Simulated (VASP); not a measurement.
Here is a VASP 6.6.1 calculation.

The input INCAR:

```
SYSTEM = LiBe16
PREC = Accurate
ENCUT = 520
EDIFF = 1E-6
ISMEAR = -1
SIGMA = 0.05
LREAL = Auto
LASPH = .True.
NELM = 60
ALGO = Normal
ISIF = 2
LWAVE = .False.
LCHARG = .True.
GGA = PE
LELF = .True.
LVHAR = .True.
NBANDS = 32
```

File KPOINTS:

```
Automatic mesh
0
Gamma
  5 5 3
  0 0 0
```

Contents of POSCAR:

```
LiBe16
1.0
   -2.2900000000     -3.9663960000      0.0000000000
    3.4350000000     -1.9831980000      0.0000000000
    0.0000000000      0.0000000000      7.1768600000
Be Li
16 1
Direct
    0.7567715259      0.4851790915     -0.0032399861
    0.4931618276      0.2938781838      0.2423676556
    0.7578513871      0.4852085387      0.4872677292
    0.5230584068      0.4954510902      0.7410350040
    0.4847431016     -0.0664712900     -0.0030477022
    0.2334255511      0.7885055813      0.2433585991
    0.4863822545     -0.0660099318      0.4907414946
    0.3101807288      1.1099996846      0.7438218928
    0.2445816836      0.4314059591     -0.0037310617
   -0.0108656302      0.2980294546      0.2427158564
    0.2448602241      0.4307818028      0.4891280574
   -0.0735562116      0.2899460019      0.7422356556
   -0.0100303414     -0.0193654679     -0.0026726183
    0.7390789768      0.8043182283      0.2428222324
   -0.0097921574     -0.0199547356      0.4883544359
    0.7177630800      0.8896293995      0.7443428939
    0.1234214526      0.7008197690      0.7426010412
```

Potentials or basis: VASP PAW PBE potentials, release 64 (Be, Li_sv).

Launch:

```sh
$ cat potpaw_PBE.64/Be/POTCAR potpaw_PBE.64/Li_sv/POTCAR > POTCAR
$ mpirun -np 1 vasp_std > vasp.out
```

Estimate the band gap on the k mesh.

zero (an odd number of electrons rules out a gap without spin polarisation).

What does it give for the largest force?

0.027 eV/Å.

Forces in eV/Å, atoms in the order of the input:
```
Be  -0.005  0.013 -0.008
Be  -0.013  0.004  0.023
Be   0.001  0.011  0.001
Be  -0.004  0.005  0.011
Be  -0.002 -0.006 -0.010
Be  -0.010  0.001 -0.010
Be   0.001  0.013 -0.003
Be  -0.006 -0.008 -0.001
Be   0.016 -0.003  0.008
Be   0.006 -0.003 -0.011
Be   0.009 -0.002 -0.004
Be   0.002  0.019 -0.001
Be  -0.002 -0.012 -0.014
Be  -0.009 -0.013  0.009
Be   0.018 -0.012  0.013
Be  -0.003 -0.001 -0.004
Li   0.002 -0.007  0.003
```
